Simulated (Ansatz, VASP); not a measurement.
SnSe2 in VASP and in Ansatz

File INCAR:

```
  PREC = Accurate
  ENCUT = 520
  EDIFF = 1E-6
  ISMEAR = 0
  SIGMA = 0.1
  LREAL = False
  LASPH = True
  NELM = 60
  ALGO = Normal
  ISIF = 2
  LWAVE = False
  LCHARG = True
  LDIPOL = True
  IDIPOL = 3
  DIPOL = 0.5 0.5 0.301
  GGA = PE
  LELF = True
  LVHAR = True
  LVACPOTAV = True
  NBANDS = 35
```

File KPOINTS:

```
Automatic mesh
0
Gamma
  4 4 1
```

POSCAR

```
SnSe2
1.0
    7.7372539184     -0.0000005861      0.0000000000
   -1.9343132258      3.3503293709      0.0000000000
    0.0000000000      0.0000000000     29.9369999200
Sn Se
2 4
Direct
    0.0000000000      0.0000000000      0.3006313266
    0.5000000000      0.0000000000      0.3006313266
    0.3333333333      0.3333333333      0.3539322493
    0.8333333333      0.3333333333      0.3539322493
    0.1666666667      0.6666666667      0.2473304039
    0.6666666667      0.6666666667      0.2473304039
```

Input for Ansatz:

```yaml
crystal:
  lattice:
    - [7.7372539184, -5.861e-07, 0.0]
    - [-1.9343132258, 3.3503293709, 0.0]
    - [0.0, 0.0, 29.93699992]
  atoms:
    - { symbol: Sn, position: [0.0, 0.0, 0.3006313266] }
    - { symbol: Sn, position: [0.5, 0.0, 0.3006313266] }
    - { symbol: Se, position: [0.3333333333, 0.3333333333, 0.3539322493] }
    - { symbol: Se, position: [0.8333333333, 0.3333333333, 0.3539322493] }
    - { symbol: Se, position: [0.1666666667, 0.6666666667, 0.2473304039] }
    - { symbol: Se, position: [0.6666666667, 0.6666666667, 0.2473304039] }
  periodic: [true, true, false]
basis:
  ecutwfc: 420
kpoints:
  mp_grid: { grid: [4, 4, 1] }
hamiltonian:
  xc: pbe
scf:
  occupations: { method: gaussian, width: 0.1 }
  lower_state_search: "off"
output:
  forces: true
  stress: true
  eigenvalues: true
```

Alike in both runs: task single point; functional PBE; k mesh 4 × 4 × 1; occupations gaussian, width 0.1 eV; no spin polarisation.

|  | VASP | Ansatz |
| --- | --- | --- |
| version | VASP 6.6.1 | Ansatz 0.2.0 |
| potentials or method | VASP PAW PBE potentials, release 64 (Sn_d, Se), cutoff 520 eV | scalar-relativistic, plane waves, PAW |
| valence electrons in the cell | 52 | 92 |

```csv
,VASP,Ansatz,Ansatz less VASP
gap on the k mesh at the Fermi level (eV),0.78,0.78,+0.003
least direct gap on the mesh (eV),0.86,0.86,+0.002
rms of the force components (eV/Å),0.007,0.011,+0.0040
```

Atom by atom the forces differ by 0.006 eV/Å (rms over components). The functional is the same, so the differences come from potentials, cutoffs and numerics. VASP's potentials hold 52 valence electrons a cell and Ansatz's 92, so a difference there can come from the potentials and not from the codes.

The k mesh is coarse, so the values compare programs but aren't converged.
